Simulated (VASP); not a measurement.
The system is Al.

```
Al
1.0
     0.00000    2.02481    2.02481
     2.02481    0.00000    2.02481
     2.02481    2.02481    0.00000
Al
1
Direct
  0.00000 0.00000 0.00000
```

```yaml
Program: VASP 6.6.1
Task: relaxation of cell and atoms
Functional: r2SCAN
Potentials_or_basis: VASP PAW PBE potentials, release 64 (Al)
Cutoff: 600 eV
k_mesh: 18 × 18 × 18
Occupations: gaussian, width 0.1 eV
Spin: no spin polarisation
```

At the start: pressure -3.9 GPa; volume 16.60 Å³/atom.

**Question.** Where does the relaxation end?

**Answer.** Over 3 steps the energy falls by 9.7 meV/atom and the volume is 15.84 Å³/atom (-4.6 %); space group Fm-3m (No. 225, to 0.1 Å) before and after.

The path:
| step | energy change (eV) | largest force (eV/Å) | pressure (GPa) | volume (Å³) |
| --- | --- | --- | --- | --- |
| 1 | 0.0000 | 0.0000 | -3.87 | 16.60 |
| 2 | -0.0090 | 0.0000 | 1.15 | 15.66 |
| 3 | -0.0097 | 0.0000 | 0.03 | 15.84 |

Final structure:
```
CELL_PARAMETERS angstrom
0.00000 1.99338 1.99338
1.99338 0.00000 1.99338
1.99338 1.99338 0.00000
ATOMIC_POSITIONS crystal
Al 0.00000 0.00000 0.00000
```

Caveat: the PAW data sets were made with another functional, which shifts forces and pressure a little.
